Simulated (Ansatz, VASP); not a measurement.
## MgBe3S: VASP beside Ansatz

```
Mg Be S
1.0
     4.13605    0.00000    0.00000
     0.00000    4.13605    0.00000
     0.00000    0.00000    4.13605
Mg Be S
1 3 1
Cartesian
  0.0000 0.0000 0.0000
  0.0000 2.0680 2.0680
  2.0680 0.0000 2.0680
  2.0680 2.0680 0.0000
  2.0680 2.0680 2.0680
```

Alike in both runs: task single point; functional PBE; k mesh 4 × 4 × 4; occupations gaussian, width 0.1 eV; no spin polarisation.

```csv
,VASP,Ansatz
version,VASP 6.6.1,Ansatz 0.2.0
potentials or method,"VASP PAW PBE potentials, release 64 (Mg, Be, S), cutoff 520 eV","scalar-relativistic, plane waves, PAW"
valence electrons in the cell,14,22
```

```tsv
	VASP	Ansatz	Ansatz less VASP
gap on the k mesh at the Fermi level (eV)	none	none	-
pressure (GPa)	2.8	2.9	+0.01
```

A gap of «none» marks a metal or a gap that the smearing closes. The functional is the same, so the differences come from potentials, cutoffs and numerics. VASP's potentials hold 14 valence electrons a cell and Ansatz's 22, so a difference there can come from the potentials and not from the codes.

The k mesh is coarse, so the values compare programs but aren't converged.
